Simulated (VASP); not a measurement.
# CdSn2 (I4/mmm) in VASP: notebook, part 2 of 3

VASP 6.6.1. Earlier steps stand in the parts before.

## Step 4: Relaxation of cell and atoms, PBE

INCAR

```
SYSTEM = CdSn2
PREC = Accurate ; ENCUT = 600
EDIFF = 1E-6 ; ISMEAR = 0
SIGMA = 0.1 ; LREAL = .FALSE.
LASPH = .TRUE. ; NELM = 80
ALGO = Normal ; ISIF = 3
LWAVE = .FALSE. ; LCHARG = .FALSE.
GGA = PE ; IBRION = 2
NSW = 90 ; EDIFFG = -0.04
```

KPOINTS

```
regular mesh
0
G
  6 6 6
  0 0 0
```

POSCAR

```
CdSn2
1.0
   -1.9488252545      1.9488252545      4.7807119525
    1.9488252545     -1.9488252545      4.7807119525
    1.9488252545      1.9488252545     -4.7807119525
Cd Sn
1 2
Direct
    0.0000000000      0.0000000000      0.0000000000
    0.6650000000      0.6650000000      0.0000000000
    0.3350000000      0.3350000000      0.0000000000
```

Potentials or basis: VASP PAW PBE potentials, release 64 (Cd, Sn_d).

Started as:

```
> cat potpaw_PBE.64/Cd/POTCAR potpaw_PBE.64/Sn_d/POTCAR > POTCAR
> mpirun -np 1 vasp_std > vasp.out
```

OUTCAR:

```text
SYSTEM = CdSn2
   PREC = Accurate
   ENCUT = 600
   EDIFF = 1E-6
   ISMEAR = 0
   LREAL = .FALSE.
   LASPH = .TRUE.
   NELM = 80
   ISIF = 3
   GGA = PE
   IBRION = 2
   NSW = 90
   EDIFFG = -0.04

 ion  position               nearest neighbor table
   1  0.000  0.000  0.000-   3 3.18   2 3.18   2 3.18   2 3.18   2 3.18   3 3.18   3 3.18   3 3.18
                             2 3.20   3 3.20
   2  0.665  0.665  0.000-   3 3.16   1 3.18   1 3.18   1 3.18   1 3.18   3 3.20   3 3.20   3 3.20
                             3 3.20   1 3.20
   3  0.335  0.335  0.000-   2 3.16   1 3.18   1 3.18   1 3.18   1 3.18   2 3.20   2 3.20   2 3.20
                             2 3.20   1 3.20

  LATTYP: Found a body centered tetragonal cell.
 ALAT       =     3.8976505090
 C/A-ratio  =     2.4531250000

  Lattice vectors:

 A1 = (  -1.9488252545,   1.9488252545,   4.7807119525)
 A2 = (   1.9488252545,  -1.9488252545,   4.7807119525)
 A3 = (   1.9488252545,   1.9488252545,  -4.7807119525)

Analysis of symmetry for initial positions (statically):
=====================================================================
 Subroutine PRICEL returns:
 Original cell was already a primitive cell.

 Routine SETGRP: Setting up the symmetry group for a
 body centered tetragonal supercell.

 Subroutine GETGRP returns: Found 16 space group operations
 (whereof 16 operations were pure point group operations)
 out of a pool of 16 trial point group operations.

The static configuration has the point symmetry D_4h.

Analysis of symmetry for dynamics (positions and initial velocities):
=====================================================================
 Subroutine PRICEL returns:
 Original cell was already a primitive cell.

 Routine SETGRP: Setting up the symmetry group for a
 body centered tetragonal supercell.
[... 148 lines left out ...]

 number of electron      40.0000002 magnetization

 Free energy of the ion-electron system (eV)
  ---------------------------------------------------
  ext. energy  EPLUGINS =         0.00000000
  ---------------------------------------------------
  free energy    TOTEN  =        -8.03592488 eV

  energy without entropy =       -8.02708469  energy(sigma->0) =       -8.03150479

------------------------ aborting loop because EDIFF is reached ----------------------------------------

  FORCE on cell =-STRESS in cart. coord.  units (eV):
  Direction    XX          YY          ZZ          XY          YZ          ZX
  --------------------------------------------------------------------------------------
  -------------------------------------------------------------------------------------
  Total        2.4886045      2.4886045      2.8842567      0.0000000      0.0000000      0.0000000
  in kB       54.8994631     54.8994631     63.6276855      0.0000000      0.0000000      0.0000000
  external PRESSURE =      57.8088706 kB  Pullay stress =       0.0000000 kB
[... 92 lines left out ...]
  FREE ENERGIE OF THE ION-ELECTRON SYSTEM (eV)
  ---------------------------------------------------
  free  energy   TOTEN  =        -8.1647517060 eV

  energy  without entropy=       -8.1531576884  energy(sigma->0) =       -8.15895470

[... ionic steps 4 to 7 ...]

--------------------------------------- Ionic step        8  -------------------------------------------

 number of electron      39.9999999 magnetization

------------------------ aborting loop because EDIFF is reached ----------------------------------------
[... 69 lines left out ...]
--------------------------------------- Ionic step       10  -------------------------------------------

 number of electron      40.0000002 magnetization

 Free energy of the ion-electron system (eV)
  ---------------------------------------------------
  ext. energy  EPLUGINS =         0.00000000
  ---------------------------------------------------
  free energy    TOTEN  =        -8.17080357 eV

  energy without entropy =       -8.16196857  energy(sigma->0) =       -8.16638607

 E-fermi :   6.0034     XC(G=0): -10.2536

 val. band max:        5.9479991838   @ k =  -0.1667  -0.3333   0.1667
 cond. band min:       6.0745647316   @ k =  -0.3333   0.5000   0.1667
 fundamental gap:      0.1265655479
 Fermi energy:         6.0034329087

 k-point     1 :       0.0000    0.0000    0.0000
  band No.  band energies     occupation
      1     -15.5435      2.00000
      2     -15.5248      2.00000
      3     -15.4915      2.00000
      4     -15.4915      2.00000
      5     -15.4915      2.00000
      6     -15.4676      2.00000
[... 637 lines left out ...]
     23       9.5728      0.00000
     24      10.5706      0.00000

 [... further k-points ...]

------------------------ aborting loop because EDIFF is reached ----------------------------------------

  FORCE on cell =-STRESS in cart. coord.  units (eV):
  Direction    XX          YY          ZZ          XY          YZ          ZX
  --------------------------------------------------------------------------------------
  -------------------------------------------------------------------------------------
  Total        0.0309968      0.0309968      0.0491765      0.0000000     -0.0000000      0.0000000
  in kB        0.6163676      0.6163676      0.9778675      0.0000000     -0.0000000      0.0000000
  external PRESSURE =       0.7368675 kB  Pullay stress =       0.0000000 kB
[... 18 lines left out ...]
  FREE ENERGIE OF THE ION-ELECTRON SYSTEM (eV)
  ---------------------------------------------------
  free  energy   TOTEN  =        -8.1708035698 eV

  energy  without entropy=       -8.1619685729  energy(sigma->0) =       -8.16638607

 reached required accuracy - stopping structural energy minimisation
```

OSZICAR:

```text
N       E                     dE             d eps       ncg     rms          rms(c)
DAV:   1     0.387219261451E+03    0.38722E+03   -0.23197E+04  1464   0.277E+03
DAV:   2     0.285401682793E+02   -0.35868E+03   -0.35399E+03  1464   0.615E+02
DAV:   3    -0.719912603395E+01   -0.35739E+02   -0.35568E+02  1680   0.177E+02
[... 81 lines left out ...]
DAV:   2    -0.818993757849E+01    0.29209E-01   -0.11659E-01  1560   0.389E+00    0.763E-01
DAV:   3    -0.817037732963E+01    0.19560E-01   -0.37559E-02  1800   0.200E+00    0.139E-01
DAV:   4    -0.817080845484E+01   -0.43113E-03   -0.49111E-03  1536   0.711E-01    0.963E-02
DAV:   5    -0.817080611794E+01    0.23369E-05   -0.14246E-04  2104   0.940E-02    0.298E-02
DAV:   6    -0.817080346605E+01    0.26519E-05   -0.59884E-06  1544   0.381E-02    0.756E-03
DAV:   7    -0.817080356977E+01   -0.10372E-06   -0.22449E-06  1080   0.111E-02
  10 F= -.81708036E+01 E0= -.81663861E+01  d E =-.242862E-02
```

CONTCAR:

```text
CdSn2
   1.00000000000000
    -2.0287331078516648    2.0287331078516648    4.8941595029441123
     2.0287331078516648   -2.0287331078516648    4.8941595029441123
     2.0287331078516648    2.0287331078516648   -4.8941595029441123
  Cd              Sn
     1     2
Direct
     1.0000000000000000    1.0000000000000000    0.0000000000000000
     0.6702277273437097    0.6702277273437097    0.0000000000000000
     0.3297722726562903    0.3297722726562903    0.0000000000000000

  0.00000000E+00  0.00000000E+00  0.00000000E+00
  0.00000000E+00  0.00000000E+00  0.00000000E+00
  0.00000000E+00  0.00000000E+00  0.00000000E+00
```

Wall time 14 min (1 thread of Oxide Virtual Turin-like, shared host); peak memory 0.32 GiB.

Results:

- Free energy: -8.1708 eV
- Relaxed volume: 26.86 Å³/atom
- Relaxed cell: a = 5.673 Å, b = 5.673 Å, c = 5.673 Å, α = 138.09°, β = 138.09°, γ = 60.76°
- Space group after relaxing (to 0.1 Å): I4/mmm (No. 139)
- Energy gained by relaxing: 45.0 meV/atom
- Ionic steps: 10
- Pressure after relaxing: 0.1 GPa
- Largest force after relaxing: 0.005 eV/Å
- Band gap on the k mesh: zero (bands 20 and 21 overlap by 3.76 eV)

Forces in eV/Å, atoms in the order of the input:
```
Cd   0.000  0.000  0.000
Sn   0.000  0.000  0.005
Sn   0.000  0.000 -0.005
```

The path:
| step | energy change (eV) | largest force (eV/Å) | pressure (GPa) | volume (Å³) |
| --- | --- | --- | --- | --- |
| 1 | 0.0000 | 0.1690 | 5.78 | 72.63 |
| 2 | -0.1243 | 0.1111 | -0.85 | 82.20 |
| 3 | -0.1288 | 0.1165 | -0.02 | 80.47 |
| 4 | -0.1288 | 0.1151 | -0.11 | 80.63 |
| 5 | -0.1300 | 0.0927 | -0.07 | 80.61 |
| 6 | -0.1317 | 0.0514 | -0.06 | 80.58 |
| 7 | -0.1322 | 0.0260 | 0.01 | 80.51 |
| 8 | -0.1325 | 0.0031 | 0.01 | 80.53 |
| 9 | -0.1332 | 0.0077 | 0.00 | 80.55 |
| 10 | -0.1349 | 0.0051 | 0.07 | 80.57 |

Final structure:
```
Cd Sn
1.0
    -2.02873    2.02873    4.89416
     2.02873   -2.02873    4.89416
     2.02873    2.02873   -4.89416
Cd Sn
1 2
Direct
  0.00000 0.00000 0.00000
  0.67023 0.67023 0.00000
  0.32977 0.32977 0.00000
```

Caveat: spin-orbit coupling is left out, which moves the levels of the heavy elements.

[end of part 2 of 3]
